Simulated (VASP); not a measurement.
# HfN (P6_3/mmc) in VASP: a series of runs

The runs below take HfN through single point, with PBEsol.

Program: VASP 6.6.1. These are calculated values, not measurements. Logs are shortened: lines on timing, memory, paths and dates and some standing lists are left out, and cuts for length are marked.

## 1. The cell of the first run

The structure is hexagonal, space group P6_3/mmc (No. 194). The conventional cell has a = 3.034 Å, b = 3.034 Å, c = 5.238 Å, α = 90.00°, β = 90.00°, γ = 120.00°. Within 2.9 Å of Hf (site symmetry -6m2) lie 6 N at 2.19 Å. Within 2.9 Å of N (site symmetry -3m) lie 6 Hf at 2.19 Å and 2 N at 2.62 Å.

## 2. Single point, PBEsol

INCAR reads:

```
SYSTEM = HfN
PREC     = Accurate       ! precision mode
ENCUT    = 520            ! plane-wave cutoff, eV
EDIFF    = 1E-7           ! SCF threshold, eV
ISMEAR   = -1             ! smearing method
SIGMA    = 0.05           ! smearing width, eV
LREAL    = .False.        ! projectors in reciprocal space
LASPH    = .True.         ! aspherical terms in the spheres
NELM     = 80             ! most SCF steps
ALGO     = Normal         ! electronic algorithm
ISIF     = 2              ! what is computed and relaxed
LWAVE    = .False.        ! write WAVECAR
LCHARG   = .True.         ! write CHGCAR
GGA      = PS             ! functional
LELF     = .True.         ! ELF
LVHAR    = .True.       
NBANDS   = 23             ! bands
```

KPOINTS reads:

```
regular mesh
0
Gamma
  10 10 5
  0 0 0
```

POSCAR reads:

```
HfN
1.0
    3.0337405079      0.0000000000      0.0000000000
   -1.5168702540      2.6272963483      0.0000000000
    0.0000000000      0.0000000000      5.2381031910
Hf N
2 2
Direct
    0.3333333333      0.6666666667      0.2500000000
    0.6666666667      0.3333333333      0.7500000000
    0.0000000000      0.0000000000      0.5000000000
    0.0000000000      0.0000000000      0.0000000000
```

Potentials or basis: VASP PAW PBE potentials, release 64 (Hf_pv, N).

On the command line:

```
$ cat potpaw_PBE.64/Hf_pv/POTCAR potpaw_PBE.64/N/POTCAR > POTCAR
$ mpirun -np 1 vasp_std > vasp.out
```

OUTCAR:

```text
SYSTEM = HfN
   PREC = Accurate
   ENCUT = 520
   EDIFF = 1E-7
   ISMEAR = -1
   LREAL = .False.
   LASPH = .True.
   NELM = 80
   ISIF = 2
   GGA = PS

 ion  position               nearest neighbor table
   1  0.333  0.667  0.250-   3 2.19   4 2.19   3 2.19   4 2.19   3 2.19   4 2.19   2 3.15   2 3.15
                             2 3.15   2 3.15   2 3.15   2 3.15
   2  0.667  0.333  0.750-   3 2.19   4 2.19   3 2.19   4 2.19   3 2.19   4 2.19   1 3.15   1 3.15
                             1 3.15   1 3.15   1 3.15   1 3.15
   3  0.000  0.000  0.500-   1 2.19   2 2.19   1 2.19   2 2.19   2 2.19   1 2.19
   4  0.000  0.000  0.000-   1 2.19   2 2.19   1 2.19   2 2.19   2 2.19   1 2.19

  LATTYP: Found a hexagonal cell.
 ALAT       =     3.0337405079
 C/A-ratio  =     1.7266154364

  Lattice vectors:

 A1 = (   3.0337405079,   0.0000000000,   0.0000000000)
 A2 = (  -1.5168702540,   2.6272963483,   0.0000000000)
 A3 = (   0.0000000000,   0.0000000000,   5.2381031910)

Analysis of symmetry for initial positions (statically):
=====================================================================
 Subroutine PRICEL returns:
 Original cell was already a primitive cell.

 Routine SETGRP: Setting up the symmetry group for a
 hexagonal supercell.

 Subroutine GETGRP returns: Found 24 space group operations
 (whereof 12 operations were pure point group operations)
 out of a pool of 24 trial point group operations.

The static configuration has the point symmetry D_3d.
 The point group associated with its full space group is D_6h.

Analysis of symmetry for dynamics (positions and initial velocities):
=====================================================================
 Subroutine PRICEL returns:
 Original cell was already a primitive cell.

 Routine SETGRP: Setting up the symmetry group for a
 hexagonal supercell.

 Subroutine GETGRP returns: Found 24 space group operations
 (whereof 12 operations were pure point group operations)
 out of a pool of 24 trial point group operations.

The dynamic configuration has the point symmetry D_3d.
 The point group associated with its full space group is D_6h.

 Subroutine INISYM returns: Found 24 space group operations
 (whereof 12 operations are pure point group operations),
 and found     1 'primitive' translations

----------------------------------------------------------------------------------------

                                     Primitive cell

  volume of cell :      41.7505

  direct lattice vectors                    reciprocal lattice vectors
     3.033740508  0.000000000  0.000000000     0.329626083  0.190309708  0.000000000
    -1.516870254  2.627296348  0.000000000     0.000000000  0.380619415  0.000000000
     0.000000000  0.000000000  5.238103191     0.000000000  0.000000000  0.190908801

  length of vectors
     3.033740508  3.033740508  5.238103191     0.380619415  0.380619415  0.190908801

  position of ions in fractional coordinates (direct lattice)
     0.333333333  0.666666667  0.250000000
     0.666666667  0.333333333  0.750000000
     0.000000000  0.000000000  0.500000000
     0.000000000  0.000000000  0.000000000

  ion indices of the primitive-cell ions
   primitive index   ion index
                 1           1
                 2           2
                 3           3
                 4           4

----------------------------------------------------------------------------------------

 KPOINTS: regular mesh

Automatic generation of k-mesh.
 Grid dimensions read from file:
 generate k-points for:   10   10    5

 Generating k-lattice:

  Cartesian coordinates                     Fractional coordinates (reciprocal lattice)
     0.032962608  0.019030971  0.000000000     0.100000000  0.000000000  0.000000000
     0.000000000  0.038061942  0.000000000     0.000000000  0.100000000  0.000000000
     0.000000000  0.000000000  0.038181760     0.000000000  0.000000000  0.200000000

  Length of vectors
     0.038061942  0.038061942  0.038181760

  Shift w.r.t. Gamma in fractional coordinates (k-lattice)
     0.000000000  0.000000000  0.000000000

 Subroutine IBZKPT returns following result:
 ===========================================

 Found     42 irreducible k-points:

 Following reciprocal coordinates:
            Coordinates               Weight
  0.000000  0.000000  0.000000      1.000000
  0.100000  0.000000  0.000000      6.000000
  0.200000  0.000000  0.000000      6.000000
  0.300000  0.000000  0.000000      6.000000
  0.400000  0.000000  0.000000      6.000000
  0.500000  0.000000  0.000000      3.000000
[... 16 lines left out ...]
  0.300000  0.100000  0.200000     24.000000
  0.400000  0.100000  0.200000     24.000000
 [... further k-points ...]
   k-points           NKPTS =     42   k-points in BZ     NKDIM =     42   number of bands    NBANDS=     23
   number of dos      NEDOS =    301   number of ions     NIONS =      4
   total plane-waves  NPLWV =  23040
   dimension x,y,z NGX =    24 NGY =   24 NGZ =   40
   dimension x,y,z NGXF=    48 NGYF=   48 NGZF=   80
   ions per type =               2   2
   NGX,Y,Z   is equivalent  to a cutoff of  13.15, 13.15, 12.70 a.u.
   NGXF,Y,Z  is equivalent  to a cutoff of  26.30, 26.30, 25.39 a.u.
 SYSTEM =  HfN
   PREC   = accura    normal or accurate (medium, high low for compatibility)
   ISTART =      0    job   : 0-new  1-cont  2-samecut
   ICHARG =      2    charge: 1-file 2-atom 10-const
   ISPIN  =      1    spin polarized calculation?
   LNONCOLLINEAR =      F non collinear calculations
   LSORBIT =      F    spin-orbit coupling
   LASPH  =      T    aspherical Exc in radial PAW
   ENCUT  =  520.0 eV  38.22 Ry    6.18 a.u.   5.64  5.64  9.74*2*pi/ulx,y,z
   NELM   =     80;   NELMIN=  2; NELMDL= -5     # of ELM steps
   EDIFF  = 0.1E-06   stopping-criterion for ELM
   LREAL  =      F    real-space projection
   EDIFFG = 0.1E-05   stopping-criterion for IOM
   NSW    =      0    number of steps for IOM
   IBRION =     -1    ionic relax: 0-MD 1-quasi-New 2-CG
   NFREE  =      0    steps in history (QN), initial steepest desc. (CG)
   ISIF   =      2    stress and relaxation
   ISYM   =      2    0-nonsym 1-usesym 2-fastsym
   POTIM  = 0.5000    time-step for ionic-motion
   TEBEG  =    0.0;   TEEND  =   0.0 temperature during run
   PSTRESS=    0.0 pullay stress
   NELECT =      30.0000    total number of electrons
   NUPDOWN=      -1.0000    fix difference up-down
   EMIN   =  10.00;   EMAX   =-10.00  energy-range for DOS
   EFERMI =   0.00;   METHOD = LEGACY
   ISMEAR =    -1;   SIGMA  =   0.05  broadening in eV -4-tet -1-fermi 0-gaus
   EFERMI_NEDOS =   21; number of points for ismear=-14 and -15
   IALGO  =     38    algorithm
   IMIX   =      4    mixing-type and parameters
     AMIX     =   0.40;   BMIX     =  1.00
     AMIX_MAG =   1.60;   BMIX_MAG =  1.00
  volume/ion in A,a.u.               =      10.44        70.44
  Fermi-wavevector in a.u.,A,eV,Ry     =   1.466318  2.770939 29.253717  2.150088
  Thomas-Fermi vector in A             =   2.582070
   LORBIT       =      0    0 simple, 1 ext, 2 COOP (PROOUT), +10 PAW based schemes
   GGA     = PS    functional components
   LHFCALC =     F    Hartree Fock is set to
   AEXX    =    0.0000 exact exchange contribution
   IVDW    =     0    specifies the selected vdW correction
   LEPSILON=     F    determine dielectric tensor
   LRPA    =     F    only Hartree local field effects (RPA)
 non-spin polarized calculation
  energy-cutoff  :      520.00
  volume of cell :       41.75
 maximum number of plane-waves:      1141
 NGX is ok and might be reduce to    24
   NGX = 11   NGY = 11   NGZ = 19

 number of electron      29.9999995 magnetization

 Free energy of the ion-electron system (eV)
  ---------------------------------------------------
  ext. energy  EPLUGINS =         0.00000000
  ---------------------------------------------------
  free energy    TOTEN  =       -45.57162862 eV

  energy without entropy =      -45.56139787  energy(sigma->0) =      -45.56651325

 E-fermi :   8.7342     XC(G=0): -13.4247

 val. band max:        8.6048550427   @ k =   0.1000   0.0000   0.2000
 cond. band min:       8.7379767168   @ k =   0.1000   0.1000   0.0000
 fundamental gap:      0.1331216742
 Fermi energy:         8.7341832164

 k-point     1 :       0.0000    0.0000    0.0000
  band No.  band energies     occupation
      1     -22.9820      2.00000
      2     -21.7169      2.00000
      3     -21.6117      2.00000
      4     -21.6117      2.00000
      5     -21.5291      2.00000
      6     -21.5291      2.00000
[... 15 lines left out ...]
     22      15.0526      0.00000
     23      15.0526      0.00000

 k-point     2 :       0.1000    0.0000    0.0000
  band No.  band energies     occupation
      1     -22.9305      2.00000
      2     -21.7393      2.00000
      3     -21.7211      2.00000
      4     -21.6513      2.00000
      5     -21.6497      2.00000
      6     -21.5389      2.00000
[... 15 lines left out ...]
     22      14.6638      0.00000
     23      15.0027      0.00000

 k-point     3 :       0.2000    0.0000    0.0000
  band No.  band energies     occupation
      1     -22.7870      2.00000
      2     -22.0777      2.00000
      3     -21.9330      2.00000
      4     -21.7422      2.00000
      5     -21.7389      2.00000
      6     -21.5759      2.00000
[... 15 lines left out ...]
     22      14.2891      0.00000
     23      14.3442      0.00000
[... 495 lines left out ...]
 k-point    23 :       0.3000    0.1000    0.2000
  band No.  band energies     occupation
      1     -22.6762      2.00000
      2     -22.5147      2.00000
      3     -22.2715      2.00000
      4     -21.9297      2.00000
      5     -21.8317      2.00000
      6     -21.7357      2.00000
[... 15 lines left out ...]
     22      15.4258      0.00000
     23      15.5986      0.00000

 k-point    24 :       0.4000    0.1000    0.2000
  band No.  band energies     occupation
      1     -22.8470      2.00000
      2     -22.6157      2.00000
      3     -22.2068      2.00000
      4     -21.9779      2.00000
      5     -21.9008      2.00000
      6     -21.7756      2.00000
[... 15 lines left out ...]
     22      15.5238      0.00000
     23      16.8198      0.00000

 [... further k-points ...]

------------------------ aborting loop because EDIFF is reached ----------------------------------------

  FORCE on cell =-STRESS in cart. coord.  units (eV):
  Direction    XX          YY          ZZ          XY          YZ          ZX
  --------------------------------------------------------------------------------------
  -------------------------------------------------------------------------------------
  Total        7.2647334      7.2647334      7.3099289     -0.0000000      0.0000000      0.0000000
  in kB      278.7845607    278.7845607    280.5189416     -0.0000000      0.0000000      0.0000000
  external PRESSURE =     279.3626877 kB  Pullay stress =       0.0000000 kB

 VOLUME and BASIS-vectors are now :
 -----------------------------------------------------------------------------
  energy-cutoff  :      520.00
  volume of cell :       41.75
      direct lattice vectors                 reciprocal lattice vectors
     3.033740508  0.000000000  0.000000000     0.329626083  0.190309708  0.000000000
    -1.516870254  2.627296348  0.000000000     0.000000000  0.380619415  0.000000000
     0.000000000  0.000000000  5.238103191     0.000000000  0.000000000  0.190908801

 POSITION                                       TOTAL-FORCE (eV/Angst)
 -----------------------------------------------------------------------------------
     -0.00000      1.75153      1.30953        -0.000000      0.000000      0.000000
      1.51687      0.87577      3.92858         0.000000     -0.000000      0.000000
      0.00000      0.00000      2.61905        -0.000000      0.000000      0.000000
      0.00000      0.00000      0.00000        -0.000000      0.000000      0.000000
 -----------------------------------------------------------------------------------
    total drift:                               -0.000000      0.000000     -0.000000

  FREE ENERGIE OF THE ION-ELECTRON SYSTEM (eV)
  ---------------------------------------------------
  free  energy   TOTEN  =       -45.5716286182 eV

  energy  without entropy=      -45.5613978731  energy(sigma->0) =      -45.56651325
```

Wall time 44 s (1 thread of Intel Xeon Platinum 8488C (Sapphire Rapids), shared host); peak memory 0.18 GiB.

Results:

```yaml
Free_energy: -45.5716 eV
Pressure: 27.9 GPa
Band_gap_on_the_k_mesh: zero (bands 15 and 16 overlap by 2.01 eV)
```

Stress tensor (GPa, compression positive):
```
27.88  0.00  0.00
 0.00 27.88  0.00
 0.00  0.00 28.05
```

Caveat: the cell stands under pressure; the PAW data sets were made with another functional, which shifts forces and pressure a little; spin-orbit coupling is left out, which moves the levels of the heavy elements.

## 3. Single point, PBEsol

This run uses another cell than the first one, of 10.72 Å³/atom.

INCAR reads:

```
SYSTEM = HfN
  PREC = Accurate
  ENCUT = 520
  EDIFF = 1E-7
  ISMEAR = -1
  SIGMA = 0.05
  LREAL = .FALSE.
  LASPH = .TRUE.
  NELM = 100
  ALGO = Normal
  ISIF = 2
  LWAVE = .FALSE.
  LCHARG = .TRUE.
  GGA = PS
  LELF = .TRUE.
  LVHAR = .TRUE.
  NBANDS = 23
```

KPOINTS reads:

```
regular mesh
0
G
  10 10 5
  0 0 0
```

POSCAR reads:

```
HfN
1.0
    3.0610555228      0.0000000000      0.0000000000
   -1.5305277614      2.6509518452      0.0000000000
    0.0000000000      0.0000000000      5.2829209507
Hf N
2 2
Direct
    0.3333333333      0.6666666667      0.2500000000
    0.6666666667      0.3333333333      0.7500000000
    0.0000000000      0.0000000000      0.5000000000
    0.0000000000      0.0000000000      0.0000000000
```

Potentials or basis: VASP PAW PBE potentials, release 64 (Hf_pv, N).

On the command line:

```
$ cat potpaw_PBE.64/Hf_pv/POTCAR potpaw_PBE.64/N/POTCAR > POTCAR
$ mpirun -np 1 vasp_std > vasp.out
```

It took 32 s on 1 thread of Intel Xeon Platinum 8488C (Sapphire Rapids), shared host; peak memory 0.18 GiB.

Results (log left out):

```
Free energy            : -45.7318 eV
Pressure               : 17.9 GPa
Band gap on the k mesh : zero (bands 15 and 16 overlap by 1.92 eV)
```

Stress tensor (GPa, compression positive):
```
17.86  0.00  0.00
 0.00 17.86  0.00
 0.00  0.00 18.01
```

Levels at points of the mesh, in eV from the Fermi level:
| k point | band 13 | band 14 | band 15 | band 16 | band 17 | band 18 |
| --- | --- | --- | --- | --- | --- | --- |
| (0.00, 0.00, 0.00) | -3.85 | -1.77 | -0.79 | 0.65 | 0.65 | 1.45 |
| (0.50, 0.00, 0.00) | -3.36 | -3.08 | -2.50 | 2.66 | 2.95 | 4.78 |

Caveat: the cell stands under pressure; the PAW data sets were made with another functional, which shifts forces and pressure a little; spin-orbit coupling is left out, which moves the levels of the heavy elements.
